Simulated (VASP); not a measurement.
WC: single point with PBEsol

WC:

```
W C
1.0
    -2.90269    0.00000   -2.83401
     1.45135   -2.51381    0.00000
    -2.90269    0.00000    2.83401
W C
2 2
Cartesian
  0.0000 0.0000 0.0000
  -2.9027 0.0000 0.0000
  -2.9027 -1.6759 -1.4170
  -2.9027 -1.6759 1.4170
```

```
Program                 : VASP 6.6.1
Task                    : single point
Functional              : PBEsol
Potentials or basis     : VASP PAW PBE potentials, release 64 (W_sv, C)
Cutoff                  : 520 eV
k mesh                  : 9 × 9 × 9
Occupations             : fermi-dirac, width 0.1 eV
Spin                    : no spin polarisation
Dipole correction       : no
k mesh for the DOS      : 14 × 14 × 14
Occupations for the DOS : tetrahedron
Further INCAR settings  : ALGO = Normal; EDIFF = 1e-07
```

The valence electrons inside the program's atomic spheres are W 12.21; C 2.42.

Levels at points of the mesh, in eV from the Fermi level:
| k point | band 14 | band 15 | band 16 | band 17 | band 18 | band 19 | band 20 | band 21 | band 22 |
| --- | --- | --- | --- | --- | --- | --- | --- | --- | --- |
| (0.00, 0.00, 0.00) | -4.16 | -3.31 | -3.31 | 0.15 | 0.33 | 3.28 | 3.28 | 4.50 | 5.38 |
| (0.50, 0.00, 0.00) | -3.98 | -2.53 | -2.53 | -1.70 | -1.70 | 1.28 | 1.28 | 3.41 | 3.41 |
| (0.00, 0.50, 0.00) | -4.16 | -3.60 | -3.57 | -0.40 | 0.33 | 2.38 | 4.50 | 4.60 | 4.97 |
| (0.50, 0.50, 0.50) | -4.16 | -3.60 | -3.57 | -0.40 | 0.33 | 2.38 | 4.50 | 4.60 | 4.97 |
| (0.50, 0.50, 0.00) | -5.00 | -3.62 | -3.62 | -1.20 | -1.20 | 3.22 | 3.22 | 4.67 | 4.67 |
| (0.50, 0.00, 0.50) | -3.57 | -1.98 | -1.98 | -0.56 | -0.56 | -0.40 | 2.38 | 3.73 | 4.58 |

Wall time 3.7 min on 1 thread of Intel(R) Xeon(R) 6975P-C (Granite Rapids), with other jobs on the host, peak memory 0.62 GiB.

Caveat: spin-orbit coupling is left out, which moves the levels of the heavy elements.
